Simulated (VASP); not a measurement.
# BaO (Fm-3m) in VASP: further runs

The runs below take BaO through single point, relaxation of cell and atoms, with PBE.

Everything below comes from runs of VASP 6.6.1. Logs are shortened: lines on timing, memory, paths and dates and some standing lists are left out, and cuts for length are marked.

## Step 1: The cell of the first run

It takes space group Fm-3m (No. 225, cubic). Conventional cell: a = 5.573 Å, b = 5.573 Å, c = 5.573 Å, α = 90.00°, β = 90.00°, γ = 90.00°. Ba (site symmetry m-3m) has 6 O at 2.79 Å within 3.7 Å. O (site symmetry m-3m) has 6 Ba at 2.79 Å within 3.7 Å.

## Step 2: Single point, PBE

The input, INCAR:

```
ALGO = Normal ; EDIFF = 1E-6
ENCUT = 600 ; GGA = PE
GGA_COMPAT = False ; ISIF = 2
ISMEAR = 1 ; LASPH = True
LCHARG = False ; LREAL = False
LWAVE = False ; NBANDS = 15
NELM = 120 ; PREC = Accurate
SIGMA = 0.02
```

The input, KPOINTS:

```
k-points
0
Gamma
  7 7 7
```

The input, POSCAR:

```
BaO
1.0
    0.0000000000      2.7865543511      2.7865543511
    2.7865543511      0.0000000000      2.7865543511
    2.7865543511      2.7865543511      0.0000000000
Ba O
1 1
Direct
    0.0000000000      0.0000000000      0.0000000000
    0.5000000000      0.5000000000      0.5000000000
```

Potentials or basis: VASP PAW PBE potentials, release 64 (Ba_sv, O).

The run is started by

```console
$ cat potpaw_PBE.64/Ba_sv/POTCAR potpaw_PBE.64/O/POTCAR > POTCAR
$ mpirun -np 1 vasp_std > vasp.out
```

OUTCAR:

```text
EDIFF = 1E-6
   ENCUT = 600
   GGA = PE
   ISIF = 2
   ISMEAR = 1
   LASPH = True
   LREAL = False
   NELM = 120
   PREC = Accurate

 ion  position               nearest neighbor table
   1  0.000  0.000  0.000-   2 2.79   2 2.79   2 2.79   2 2.79   2 2.79   2 2.79
   2  0.500  0.500  0.500-   1 2.79   1 2.79   1 2.79   1 2.79   1 2.79   1 2.79

  LATTYP: Found a face centered cubic cell.
 ALAT       =     5.5731087022

  Lattice vectors:

 A1 = (   0.0000000000,   2.7865543511,   2.7865543511)
 A2 = (   2.7865543511,   0.0000000000,   2.7865543511)
 A3 = (   2.7865543511,   2.7865543511,   0.0000000000)

Analysis of symmetry for initial positions (statically):
=====================================================================
 Subroutine PRICEL returns:
 Original cell was already a primitive cell.

 Routine SETGRP: Setting up the symmetry group for a
 face centered cubic supercell.

 Subroutine GETGRP returns: Found 48 space group operations
 (whereof 48 operations were pure point group operations)
 out of a pool of 48 trial point group operations.

The static configuration has the point symmetry O_h .

Analysis of symmetry for dynamics (positions and initial velocities):
=====================================================================
 Subroutine PRICEL returns:
 Original cell was already a primitive cell.

 Routine SETGRP: Setting up the symmetry group for a
 face centered cubic supercell.

 Subroutine GETGRP returns: Found 48 space group operations
 (whereof 48 operations were pure point group operations)
 out of a pool of 48 trial point group operations.

The dynamic configuration has the point symmetry O_h .

 Subroutine INISYM returns: Found 48 space group operations
 (whereof 48 operations are pure point group operations),
 and found     1 'primitive' translations

----------------------------------------------------------------------------------------

                                     Primitive cell

  volume of cell :      43.2745

  direct lattice vectors                    reciprocal lattice vectors
     0.000000000  2.786554351  2.786554351    -0.179433069  0.179433069  0.179433069
     2.786554351  0.000000000  2.786554351     0.179433069 -0.179433069  0.179433069
     2.786554351  2.786554351  0.000000000     0.179433069  0.179433069 -0.179433069

  length of vectors
     3.940782956  3.940782956  3.940782956     0.310787193  0.310787193  0.310787193

  position of ions in fractional coordinates (direct lattice)
     0.000000000  0.000000000  0.000000000
     0.500000000  0.500000000  0.500000000
[... 83 lines left out ...]
   NELECT =      16.0000    total number of electrons
   NUPDOWN=      -1.0000    fix difference up-down
   EMIN   =  10.00;   EMAX   =-10.00  energy-range for DOS
   EFERMI =   0.00;   METHOD = LEGACY
   ISMEAR =     1;   SIGMA  =   0.02  broadening in eV -4-tet -1-fermi 0-gaus
   EFERMI_NEDOS =   21; number of points for ismear=-14 and -15
   IALGO  =     38    algorithm
   IMIX   =      4    mixing-type and parameters
     AMIX     =   0.40;   BMIX     =  1.00
     AMIX_MAG =   1.60;   BMIX_MAG =  1.00
  volume/ion in A,a.u.               =      21.64       146.02
  Fermi-wavevector in a.u.,A,eV,Ry     =   1.174998  2.220425 18.784495  1.380621
  Thomas-Fermi vector in A             =   2.311386
   LORBIT       =      0    0 simple, 1 ext, 2 COOP (PROOUT), +10 PAW based schemes
   GGA     = PE    functional components
   LHFCALC =     F    Hartree Fock is set to
   AEXX    =    0.0000 exact exchange contribution
   IVDW    =     0    specifies the selected vdW correction
   LEPSILON=     F    determine dielectric tensor
   LRPA    =     F    only Hartree local field effects (RPA)
 non-spin polarized calculation
 Methfessel and Paxton  Order N= 1 SIGMA  =   0.02
  energy-cutoff  :      600.00
  volume of cell :       43.27
 maximum number of plane-waves:      1464
   NGX = 15   NGY = 15   NGZ = 15

 number of electron      16.0000002 magnetization

 Free energy of the ion-electron system (eV)
  ---------------------------------------------------
  ext. energy  EPLUGINS =         0.00000000
  ---------------------------------------------------
  free energy    TOTEN  =       -11.80631179 eV

  energy without entropy =      -11.80635236  energy(sigma->0) =      -11.80632532

 E-fermi :   1.7169     XC(G=0):  -9.5349

 val. band max:        1.7000140288   @ k =  -0.4286   0.4286   0.0000
 cond. band min:       3.8687921947   @ k =   0.4286   0.4286   0.0000
 fundamental gap:      2.1687781659
 Fermi energy:         1.7168516730

 k-point     1 :       0.0000    0.0000    0.0000
  band No.  band energies     occupation
      1     -24.1635      2.00000
      2     -13.2139      2.00000
      3      -8.7109      2.00000
      4      -8.7109      2.00000
      5      -8.7109      2.00000
      6       1.4535      2.00000
      7       1.4535      2.00000
      8       1.4535      2.00000
      9       5.2169      0.00000
     10       6.4417      0.00000
     11       6.4417      0.00000
     12       6.4417      0.00000
     13       8.6615      0.00000
     14       8.6615      0.00000
[... 329 lines left out ...]
      2     -13.5818      2.00000
      3      -9.7701      2.00000
      4      -9.4998      2.00000
      5      -8.8225      2.00000
      6       0.5084      2.00000
      7       1.3144      2.00000
      8       1.5650      2.00000
      9       5.9365      0.00000
     10       7.0256      0.00000
     11       8.6700      0.00000
     12      10.8201      0.00000
     13      11.3557      0.00000
     14      13.2465      0.00000
     15      15.0029      0.00000

------------------------ aborting loop because EDIFF is reached ----------------------------------------

  FORCE on cell =-STRESS in cart. coord.  units (eV):
  Direction    XX          YY          ZZ          XY          YZ          ZX
  --------------------------------------------------------------------------------------
  -------------------------------------------------------------------------------------
  Total        0.4151661      0.4151661      0.4151661      0.0000000      0.0000000      0.0000000
  in kB       15.3709208     15.3709208     15.3709208      0.0000000      0.0000000      0.0000000
  external PRESSURE =      15.3709208 kB  Pullay stress =       0.0000000 kB

 VOLUME and BASIS-vectors are now :
 -----------------------------------------------------------------------------
  energy-cutoff  :      600.00
  volume of cell :       43.27
      direct lattice vectors                 reciprocal lattice vectors
     0.000000000  2.786554351  2.786554351    -0.179433069  0.179433069  0.179433069
     2.786554351  0.000000000  2.786554351     0.179433069 -0.179433069  0.179433069
     2.786554351  2.786554351  0.000000000     0.179433069  0.179433069 -0.179433069

 POSITION                                       TOTAL-FORCE (eV/Angst)
 -----------------------------------------------------------------------------------
      0.00000      0.00000      0.00000        -0.000000      0.000000      0.000000
      2.78655      2.78655      2.78655         0.000000     -0.000000     -0.000000
 -----------------------------------------------------------------------------------
    total drift:                                0.000000     -0.000000      0.000000

  FREE ENERGIE OF THE ION-ELECTRON SYSTEM (eV)
  ---------------------------------------------------
  free  energy   TOTEN  =       -11.8063117929 eV

  energy  without entropy=      -11.8063523614  energy(sigma->0) =      -11.80632532
```

OSZICAR:

```text
N       E                     dE             d eps       ncg     rms          rms(c)
DAV:   1     0.868555833335E+02    0.86856E+02   -0.85450E+03   600   0.111E+03
DAV:   2    -0.101953508048E+02   -0.97051E+02   -0.85801E+02   863   0.208E+02
DAV:   3    -0.143834314300E+02   -0.41881E+01   -0.41612E+01   747   0.440E+01
DAV:   4    -0.144174953577E+02   -0.34064E-01   -0.34051E-01   726   0.427E+00
DAV:   5    -0.144180955826E+02   -0.60022E-03   -0.60022E-03   735   0.488E-01    0.949E+00
DAV:   6    -0.120720746563E+02    0.23460E+01   -0.88516E+00   635   0.217E+01    0.624E+00
DAV:   7    -0.118304050789E+02    0.24167E+00   -0.66715E-01   663   0.636E+00    0.217E+00
DAV:   8    -0.118061644086E+02    0.24241E-01   -0.10823E-01   740   0.334E+00    0.542E-01
DAV:   9    -0.118049984116E+02    0.11660E-02   -0.10306E-02   726   0.968E-01    0.165E-01
DAV:  10    -0.118063254608E+02   -0.13270E-02   -0.28679E-03   614   0.431E-01    0.493E-02
DAV:  11    -0.118063039613E+02    0.21499E-04   -0.17329E-04   747   0.108E-01    0.272E-02
DAV:  12    -0.118063126787E+02   -0.87173E-05   -0.23817E-05   649   0.444E-02    0.556E-03
DAV:  13    -0.118063117929E+02    0.88573E-06   -0.22774E-06   687   0.139E-02
   1 F= -.11806312E+02 E0= -.11806325E+02  d E =0.405684E-04
```

stdout:

```text
POSCAR found type information on POSCAR BaO
 POSCAR found :  2 types and       2 ions
 scaLAPACK will be used
 LDA part: xc-table for (Slater+PW92), standard interpolation
 POSCAR, INCAR and KPOINTS ok, starting setup
 FFT: planning ... GRIDC
 FFT: planning ... GRID_SOFT
 FFT: planning ... GRID
 WAVECAR not read
 entering main loop
```

It took 22 s on 1 thread of Intel Xeon 8259CL, shared host; peak memory 0.18 GiB.

Results:

```
Free energy            : -11.8063 eV
Pressure               : 1.5 GPa
Band gap on the k mesh : 2.17 eV (least direct gap 2.27 eV)
```

Caveat: spin-orbit coupling is left out, which moves the levels of the heavy elements; an odd mesh through Γ misses points on the zone boundary, where band edges can lie.

## Step 3: Relaxation of cell and atoms, PBE

This run uses another cell than the first one, of 20.80 Å³/atom.

The input, INCAR:

```
SYSTEM = BaO
  PREC = Accurate
  ENCUT = 600
  EDIFF = 1E-7
  ISMEAR = 1
  SIGMA = 0.02
  LREAL = .False.
  LASPH = .True.
  NELM = 120
  ALGO = Normal
  ISIF = 3
  LWAVE = .False.
  LCHARG = .False.
  GGA = PE
  IBRION = 2
  NSW = 60
  EDIFFG = -0.02
  GGA_COMPAT = .False.
  NELMIN = 4
```

The input, KPOINTS:

```
Automatic mesh
0
Gamma
  7 7 7
  0 0 0
```

The input, POSCAR:

```
BaO
1.0
    0.0000000000      2.7500000000      2.7500000000
    2.7500000000      0.0000000000      2.7500000000
    2.7500000000      2.7500000000      0.0000000000
Ba O
1 1
Direct
    0.0000000000      0.0000000000      0.0000000000
    0.5000000000      0.5000000000      0.5000000000
```

Potentials or basis: VASP PAW PBE potentials, release 64 (Ba_sv, O).

The run is started by

```console
$ cat potpaw_PBE.64/Ba_sv/POTCAR potpaw_PBE.64/O/POTCAR > POTCAR
$ mpirun -np 1 vasp_std > vasp.out
```

OUTCAR:

```text
SYSTEM = BaO
   PREC = Accurate
   ENCUT = 600
   EDIFF = 1E-7
   ISMEAR = 1
   LREAL = .False.
   LASPH = .True.
   NELM = 120
   ISIF = 3
   GGA = PE
   IBRION = 2
   NSW = 60
   EDIFFG = -0.02
   NELMIN = 4

 ion  position               nearest neighbor table
   1  0.000  0.000  0.000-   2 2.75   2 2.75   2 2.75   2 2.75   2 2.75   2 2.75
   2  0.500  0.500  0.500-   1 2.75   1 2.75   1 2.75   1 2.75   1 2.75   1 2.75

  LATTYP: Found a face centered cubic cell.
 ALAT       =     5.5000000000

  Lattice vectors:

 A1 = (   0.0000000000,   2.7500000000,   2.7500000000)
 A2 = (   2.7500000000,   0.0000000000,   2.7500000000)
 A3 = (   2.7500000000,   2.7500000000,   0.0000000000)
[... 178 lines left out ...]
  -------------------------------------------------------------------------------------
  Total        1.2459894      1.2459894      1.2459894      0.0000000      0.0000000      0.0000000
  in kB       47.9950965     47.9950965     47.9950965      0.0000000      0.0000000      0.0000000
  external PRESSURE =      47.9950965 kB  Pullay stress =       0.0000000 kB
[... 59 lines left out ...]
--------------------------------------- Ionic step        3  -------------------------------------------

 number of electron      16.0000004 magnetization

 Free energy of the ion-electron system (eV)
  ---------------------------------------------------
  ext. energy  EPLUGINS =         0.00000000
  ---------------------------------------------------
  free energy    TOTEN  =       -11.80927064 eV

  energy without entropy =      -11.80931121  energy(sigma->0) =      -11.80928417

 E-fermi :   1.5763     XC(G=0):  -9.4365

 val. band max:        1.5594774207   @ k =  -0.4286   0.4286   0.0000
 cond. band min:       3.7897668007   @ k =   0.4286   0.4286   0.0000
 fundamental gap:      2.2302893799
 Fermi energy:         1.5763150650

 k-point     1 :       0.0000    0.0000    0.0000
  band No.  band energies     occupation
      1     -24.3129      2.00000
      2     -13.2952      2.00000
      3      -8.8985      2.00000
      4      -8.8985      2.00000
      5      -8.8985      2.00000
      6       1.3627      2.00000
      7       1.3627      2.00000
      8       1.3627      2.00000
      9       4.9841      0.00000
     10       6.3058      0.00000
     11       6.3058      0.00000
     12       6.3058      0.00000
[... 312 lines left out ...]
  FREE ENERGIE OF THE ION-ELECTRON SYSTEM (eV)
  ---------------------------------------------------
  free  energy   TOTEN  =       -11.8092706433 eV

  energy  without entropy=      -11.8093112117  energy(sigma->0) =      -11.80928417

 reached required accuracy - stopping structural energy minimisation
```

OSZICAR:

```text
N       E                     dE             d eps       ncg     rms          rms(c)
DAV:   1     0.940123486867E+02    0.94012E+02   -0.87236E+03   480   0.138E+03
DAV:   2    -0.100928323872E+02   -0.10411E+03   -0.93458E+02   724   0.236E+02
DAV:   3    -0.143319009455E+02   -0.42391E+01   -0.42032E+01   608   0.521E+01
[... 32 lines left out ...]
DAV:   7    -0.118092722393E+02    0.10155E-04   -0.41218E-05   544   0.537E-02    0.214E-02
DAV:   8    -0.118092709258E+02    0.13135E-05   -0.74517E-06   588   0.257E-02    0.358E-03
DAV:   9    -0.118092705471E+02    0.37868E-06   -0.56656E-07   612   0.633E-03    0.228E-03
DAV:  10    -0.118092706774E+02   -0.13032E-06   -0.82254E-08   288   0.331E-03    0.541E-04
DAV:  11    -0.118092706433E+02    0.34151E-07   -0.74157E-09   252   0.824E-04
   3 F= -.11809271E+02 E0= -.11809284E+02  d E =-.371209E-01
```

Run time: 48 s. Hardware: 1 thread of Intel Xeon 8259CL, shared host; peak memory 0.19 GiB.

Results:

```yaml
Free_energy: -11.8093 eV
Relaxed_volume: 22.11 Å³/atom
Relaxed_cell: a = 3.969 Å, b = 3.969 Å, c = 3.969 Å, α = 60.00°, β = 60.00°, γ = 60.00°
Space_group_after_relaxing_to_0.1_Å: Fm-3m (No. 225)
Energy_gained_by_relaxing: 18.6 meV/atom
Ionic_steps: 3
Pressure_after_relaxing: 0.0 GPa
Band_gap_on_the_k_mesh: 2.23 eV (least direct gap 2.31 eV)
```

Step by step:
```csv
step,energy change (eV),largest force (eV/Å),pressure (GPa),volume (Å³)
1,0.0000,0.0000,4.80,41.59
2,-0.0302,0.0000,-1.75,45.46
3,-0.0371,0.0000,0.01,44.22
```

Final structure:
```xyz
2
Lattice="0.0000 2.8066 2.8066 2.8066 0.0000 2.8066 2.8066 2.8066 0.0000" Properties=species:S:1:pos:R:3 pbc="T T T"
Ba    0.0000    0.0000    0.0000
O     2.8066    2.8066    2.8066
```

Caveat: spin-orbit coupling is left out, which moves the levels of the heavy elements; an odd mesh through Γ misses points on the zone boundary, where band edges can lie.
